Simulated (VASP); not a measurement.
# MgO (series) (Fm-3m) in VASP: a series of runs

MgO (series) is run at these levels: PBE; tasks: single point.

Everything below comes from runs of VASP 6.6.1. Logs are shortened: lines on timing, memory, paths and dates and some standing lists are left out, and cuts for length are marked.

## 1. The cell of the first run

The structure is cubic, space group Fm-3m (No. 225). The conventional cell has a = 4.210 Å, b = 4.210 Å, c = 4.210 Å, α = 90.00°, β = 90.00°, γ = 90.00°. Mg (site symmetry m-3m) has 6 O at 2.10 Å within 2.8 Å. Within 2.8 Å of O (site symmetry m-3m) lie 6 Mg at 2.10 Å.

## 2. Single point, PBE

Input file INCAR:

```
PREC = Accurate ; ENCUT = 600
EDIFF = 1E-6 ; ISMEAR = 0
SIGMA = 0.02 ; LREAL = False
LASPH = True ; NELM = 120
ALGO = Normal ; ISIF = 2
LWAVE = False ; LCHARG = False
GGA = PE ; NBANDS = 11
GGA_COMPAT = False
```

Input file KPOINTS:

```
Automatic mesh
0
Gamma
  4 4 4
```

Input file POSCAR:

```
MgO
1.0
    0.0000000000      2.1050000000      2.1050000000
    2.1050000000      0.0000000000      2.1050000000
    2.1050000000      2.1050000000      0.0000000000
Mg O
1 1
Direct
    0.0000000000      0.0000000000      0.0000000000
    0.5000000000      0.5000000000      0.5000000000
```

Potentials or basis: VASP PAW PBE potentials, release 64 (Mg, O).

Launch:

```console
cat potpaw_PBE.64/Mg/POTCAR potpaw_PBE.64/O/POTCAR > POTCAR
mpirun -np 1 vasp_std > vasp.out
```

OUTCAR:

```text
PREC = Accurate
   ENCUT = 600
   EDIFF = 1E-6
   ISMEAR = 0
   LREAL = False
   LASPH = True
   NELM = 120
   ISIF = 2
   GGA = PE

 ion  position               nearest neighbor table
   1  0.000  0.000  0.000-   2 2.10   2 2.10   2 2.10   2 2.10   2 2.10   2 2.10
   2  0.500  0.500  0.500-   1 2.10   1 2.10   1 2.10   1 2.10   1 2.10   1 2.10

  LATTYP: Found a face centered cubic cell.
 ALAT       =     4.2100000000

  Lattice vectors:

 A1 = (   0.0000000000,   2.1050000000,   2.1050000000)
 A2 = (   2.1050000000,   0.0000000000,   2.1050000000)
 A3 = (   2.1050000000,   2.1050000000,   0.0000000000)

Analysis of symmetry for initial positions (statically):
=====================================================================
 Subroutine PRICEL returns:
 Original cell was already a primitive cell.

 Routine SETGRP: Setting up the symmetry group for a
 face centered cubic supercell.

 Subroutine GETGRP returns: Found 48 space group operations
 (whereof 48 operations were pure point group operations)
 out of a pool of 48 trial point group operations.

The static configuration has the point symmetry O_h .

Analysis of symmetry for dynamics (positions and initial velocities):
=====================================================================
 Subroutine PRICEL returns:
 Original cell was already a primitive cell.

 Routine SETGRP: Setting up the symmetry group for a
 face centered cubic supercell.

 Subroutine GETGRP returns: Found 48 space group operations
 (whereof 48 operations were pure point group operations)
 out of a pool of 48 trial point group operations.

The dynamic configuration has the point symmetry O_h .

 Subroutine INISYM returns: Found 48 space group operations
 (whereof 48 operations are pure point group operations),
 and found     1 'primitive' translations

----------------------------------------------------------------------------------------

                                     Primitive cell

  volume of cell :      18.6546

  direct lattice vectors                    reciprocal lattice vectors
     0.000000000  2.105000000  2.105000000    -0.237529691  0.237529691  0.237529691
     2.105000000  0.000000000  2.105000000     0.237529691 -0.237529691  0.237529691
     2.105000000  2.105000000  0.000000000     0.237529691  0.237529691 -0.237529691

  length of vectors
     2.976919549  2.976919549  2.976919549     0.411413493  0.411413493  0.411413493

  position of ions in fractional coordinates (direct lattice)
     0.000000000  0.000000000  0.000000000
     0.500000000  0.500000000  0.500000000

  ion indices of the primitive-cell ions
   primitive index   ion index
                 1           1
                 2           2

----------------------------------------------------------------------------------------

 KPOINTS: Automatic mesh

Automatic generation of k-mesh.
 Grid dimensions read from file:
 generate k-points for:    4    4    4

 Generating k-lattice:

  Cartesian coordinates                     Fractional coordinates (reciprocal lattice)
    -0.059382423  0.059382423  0.059382423     0.250000000  0.000000000  0.000000000
     0.059382423 -0.059382423  0.059382423     0.000000000  0.250000000  0.000000000
     0.059382423  0.059382423 -0.059382423     0.000000000  0.000000000  0.250000000

  Length of vectors
     0.102853373  0.102853373  0.102853373

  Shift w.r.t. Gamma in fractional coordinates (k-lattice)
     0.000000000  0.000000000  0.000000000

 Subroutine IBZKPT returns following result:
 ===========================================

 Found      8 irreducible k-points:

 Following reciprocal coordinates:
            Coordinates               Weight
  0.000000  0.000000  0.000000      1.000000
  0.250000  0.000000  0.000000      8.000000
  0.500000  0.000000  0.000000      4.000000
  0.250000  0.250000  0.000000      6.000000
  0.500000  0.250000  0.000000     24.000000
 -0.250000  0.250000  0.000000     12.000000
  0.500000  0.500000  0.000000      3.000000
 -0.250000  0.500000  0.250000      6.000000
   k-points           NKPTS =      8   k-points in BZ     NKDIM =      8   number of bands    NBANDS=     11
   number of dos      NEDOS =    301   number of ions     NIONS =      2
   total plane-waves  NPLWV =  13824
   dimension x,y,z NGX =    24 NGY =   24 NGZ =   24
   dimension x,y,z NGXF=    48 NGYF=   48 NGZF=   48
   ions per type =               1   1
   NGX,Y,Z   is equivalent  to a cutoff of  13.40, 13.40, 13.40 a.u.
   NGXF,Y,Z  is equivalent  to a cutoff of  26.81, 26.81, 26.81 a.u.
 SYSTEM =  unknown system
   PREC   = accura    normal or accurate (medium, high low for compatibility)
   ISTART =      0    job   : 0-new  1-cont  2-samecut
   ICHARG =      2    charge: 1-file 2-atom 10-const
   ISPIN  =      1    spin polarized calculation?
   LNONCOLLINEAR =      F non collinear calculations
   LSORBIT =      F    spin-orbit coupling
   LASPH  =      T    aspherical Exc in radial PAW
   ENCUT  =  600.0 eV  44.10 Ry    6.64 a.u.   5.95  5.95  5.95*2*pi/ulx,y,z
   NELM   =    120;   NELMIN=  2; NELMDL= -5     # of ELM steps
   EDIFF  = 0.1E-05   stopping-criterion for ELM
   LREAL  =      F    real-space projection
   EDIFFG = 0.1E-04   stopping-criterion for IOM
   NSW    =      0    number of steps for IOM
   IBRION =     -1    ionic relax: 0-MD 1-quasi-New 2-CG
   NFREE  =      0    steps in history (QN), initial steepest desc. (CG)
   ISIF   =      2    stress and relaxation
   ISYM   =      2    0-nonsym 1-usesym 2-fastsym
   POTIM  = 0.5000    time-step for ionic-motion
   TEBEG  =    0.0;   TEEND  =   0.0 temperature during run
   PSTRESS=    0.0 pullay stress
   NELECT =       8.0000    total number of electrons
   NUPDOWN=      -1.0000    fix difference up-down
   EMIN   =  10.00;   EMAX   =-10.00  energy-range for DOS
   EFERMI =   0.00;   METHOD = LEGACY
   ISMEAR =     0;   SIGMA  =   0.02  broadening in eV -4-tet -1-fermi 0-gaus
   EFERMI_NEDOS =   21; number of points for ismear=-14 and -15
   IALGO  =     38    algorithm
   IMIX   =      4    mixing-type and parameters
     AMIX     =   0.40;   BMIX     =  1.00
     AMIX_MAG =   1.60;   BMIX_MAG =  1.00
  volume/ion in A,a.u.               =       9.33        62.94
  Fermi-wavevector in a.u.,A,eV,Ry     =   1.234552  2.332965 20.736894  1.524119
  Thomas-Fermi vector in A             =   2.369237
   LORBIT       =      0    0 simple, 1 ext, 2 COOP (PROOUT), +10 PAW based schemes
   GGA     = PE    functional components
   LHFCALC =     F    Hartree Fock is set to
   AEXX    =    0.0000 exact exchange contribution
   IVDW    =     0    specifies the selected vdW correction
   LEPSILON=     F    determine dielectric tensor
   LRPA    =     F    only Hartree local field effects (RPA)
 non-spin polarized calculation
 Gauss-broadening in eV      SIGMA  =   0.02
  energy-cutoff  :      600.00
  volume of cell :       18.65
 maximum number of plane-waves:       636
   NGX = 11   NGY = 11   NGZ = 11

 number of electron       8.0000005 magnetization

 Free energy of the ion-electron system (eV)
  ---------------------------------------------------
  ext. energy  EPLUGINS =         0.00000000
  ---------------------------------------------------
  free energy    TOTEN  =       -11.89550010 eV

  energy without entropy =      -11.89550010  energy(sigma->0) =      -11.89550010

 E-fermi :   3.3639     XC(G=0): -11.0821

 val. band max:        3.2112338946   @ k =   0.0000   0.0000   0.0000
 cond. band min:       7.9453534155   @ k =   0.0000   0.0000   0.0000
 fundamental gap:      4.7341195209
 Fermi energy:         3.3638919939

 k-point     1 :       0.0000    0.0000    0.0000
  band No.  band energies     occupation
      1     -14.0608      2.00000
      2       3.2112      2.00000
      3       3.2112      2.00000
      4       3.2112      2.00000
      5       7.9454      0.00000
      6      19.0091      0.00000
      7      19.0091      0.00000
      8      19.0091      0.00000
      9      22.9306      0.00000
     10      24.7050      0.00000
     11      24.7050      0.00000

 k-point     2 :       0.2500    0.0000    0.0000
  band No.  band energies     occupation
      1     -13.4717      2.00000
      2       0.5462      2.00000
      3       2.8693      2.00000
      4       2.8693      2.00000
      5      10.3067      0.00000
      6      15.7882      0.00000
      7      19.8659      0.00000
      8      19.8659      0.00000
      9      23.3500      0.00000
     10      23.3500      0.00000
     11      25.2154      0.00000

 k-point     3 :       0.5000    0.0000    0.0000
  band No.  band energies     occupation
      1     -12.7721      2.00000
      2      -1.4171      2.00000
      3       2.5559      2.00000
      4       2.5559      2.00000
      5      11.1088      0.00000
      6      15.8304      0.00000
      7      19.5257      0.00000
      8      19.5257      0.00000
      9      24.1126      0.00000
     10      25.7218      0.00000
     11      25.7218      0.00000

 k-point     4 :       0.2500    0.2500    0.0000
  band No.  band energies     occupation
      1     -13.3084      2.00000
      2       0.5729      2.00000
      3       2.4719      2.00000
      4       2.4719      2.00000
      5      11.2911      0.00000
      6      14.3699      0.00000
      7      18.7084      0.00000
      8      20.6836      0.00000
      9      20.6836      0.00000
     10      26.5835      0.00000
     11      30.5131      0.00000

 k-point     5 :       0.5000    0.2500    0.0000
  band No.  band energies     occupation
      1     -12.6528      2.00000
      2      -0.6145      2.00000
      3       1.2899      2.00000
      4       2.1900      2.00000
      5      12.9093      0.00000
      6      14.7927      0.00000
      7      16.5109      0.00000
      8      20.8686      0.00000
      9      22.0151      0.00000
     10      27.7080      0.00000
     11      29.9748      0.00000

 k-point     6 :      -0.2500    0.2500    0.0000
  band No.  band energies     occupation
      1     -12.8451      2.00000
      2      -0.2943      2.00000
      3       1.2073      2.00000
      4       2.5562      2.00000
      5      12.6982      0.00000
      6      15.0054      0.00000
      7      17.2436      0.00000
      8      20.7405      0.00000
      9      23.1918      0.00000
     10      24.1978      0.00000
     11      28.9620      0.00000

 k-point     7 :       0.5000    0.5000    0.0000
  band No.  band energies     occupation
      1     -12.5130      2.00000
      2      -0.8838      2.00000
      3       1.8591      2.00000
      4       1.8591      2.00000
      5      12.3232      0.00000
      6      13.1855      0.00000
      7      16.3223      0.00000
      8      22.1975      0.00000
      9      22.1975      0.00000
     10      28.5376      0.00000
     11      30.0609      0.00000

 k-point     8 :      -0.2500    0.5000    0.2500
  band No.  band energies     occupation
      1     -12.4598      2.00000
      2       0.2478      2.00000
      3       0.2478      2.00000
      4       1.4367      2.00000
      5      14.8640      0.00000
      6      14.8640      0.00000
      7      15.3872      0.00000
      8      18.7316      0.00000
      9      25.1707      0.00000
     10      25.1707      0.00000
     11      29.5509      0.00000

------------------------ aborting loop because EDIFF is reached ----------------------------------------

  FORCE on cell =-STRESS in cart. coord.  units (eV):
  Direction    XX          YY          ZZ          XY          YZ          ZX
  --------------------------------------------------------------------------------------
  -------------------------------------------------------------------------------------
  Total        0.4621420      0.4621420      0.4621420     -0.0000000      0.0000000     -0.0000000
  in kB       39.6917031     39.6917031     39.6917031     -0.0000000      0.0000000     -0.0000000
  external PRESSURE =      39.6917031 kB  Pullay stress =       0.0000000 kB

 VOLUME and BASIS-vectors are now :
 -----------------------------------------------------------------------------
  energy-cutoff  :      600.00
  volume of cell :       18.65
      direct lattice vectors                 reciprocal lattice vectors
     0.000000000  2.105000000  2.105000000    -0.237529691  0.237529691  0.237529691
     2.105000000  0.000000000  2.105000000     0.237529691 -0.237529691  0.237529691
     2.105000000  2.105000000  0.000000000     0.237529691  0.237529691 -0.237529691

 POSITION                                       TOTAL-FORCE (eV/Angst)
 -----------------------------------------------------------------------------------
      0.00000      0.00000      0.00000         0.000000      0.000000      0.000000
      2.10500      2.10500      2.10500         0.000000      0.000000     -0.000000
 -----------------------------------------------------------------------------------
    total drift:                               -0.000000     -0.000000      0.000000

  FREE ENERGIE OF THE ION-ELECTRON SYSTEM (eV)
  ---------------------------------------------------
  free  energy   TOTEN  =       -11.8955000997 eV

  energy  without entropy=      -11.8955000997  energy(sigma->0) =      -11.89550010
```

Wall time 9.1 s (1 thread of AMD EPYC 7R13, shared host); peak memory 0.11 GiB.

Results:

```yaml
Free_energy: -11.8955 eV
Pressure: 4.0 GPa
Band_gap_on_the_k_mesh: 4.73 eV, direct
```

Caveat: the k points lie up to 0.65 Å⁻¹ apart.

## 3. Single point, PBE

Input file INCAR:

```
SYSTEM = MgO
ALGO = Normal ; EDIFF = 1E-6
ENCUT = 600 ; GGA = PE
GGA_COMPAT = .FALSE. ; ISIF = 2
ISMEAR = 0 ; LASPH = .TRUE.
LCHARG = .FALSE. ; LREAL = .FALSE.
LWAVE = .FALSE. ; NBANDS = 11
NELM = 120 ; PREC = Accurate
SIGMA = 0.02
```

Input file KPOINTS:

```
k-points
0
G
  6 6 6
  0 0 0
```

POSCAR is that of step 2.

Potentials or basis: VASP PAW PBE potentials, release 64 (Mg, O).

Launch:

```console
cat potpaw_PBE.64/Mg/POTCAR potpaw_PBE.64/O/POTCAR > POTCAR
mpirun -np 1 vasp_std > vasp.out
```

It took 13 s on 1 thread of AMD EPYC 7R13, shared host; peak memory 0.11 GiB.

It converged, with:

```
Free energy            : -11.9078 eV
Pressure               : 3.9 GPa
Band gap on the k mesh : 4.74 eV, direct
```

Levels at points of the mesh, in eV from the valence-band top:
| k point | band 1 | band 2 | band 3 | band 4 | band 5 | band 6 | band 7 | band 8 | band 9 |
| --- | --- | --- | --- | --- | --- | --- | --- | --- | --- |
| (0.00, 0.00, 0.00) | -17.27 | 0.00 | 0.00 | 0.00 | 4.74 | 15.81 | 15.81 | 15.81 | 19.73 |
| (0.50, 0.00, 0.00) | -15.98 | -4.62 | -0.65 | -0.65 | 7.91 | 12.62 | 16.33 | 16.33 | 20.91 |
| (0.50, 0.50, 0.00) | -15.72 | -4.09 | -1.35 | -1.35 | 9.12 | 9.99 | 13.11 | 18.99 | 18.99 |

Caveat: the k points lie up to 0.43 Å⁻¹ apart. A hybrid or GW would open this gap; PBE tends to underestimate it.

(Continued in part 2 of 2.)
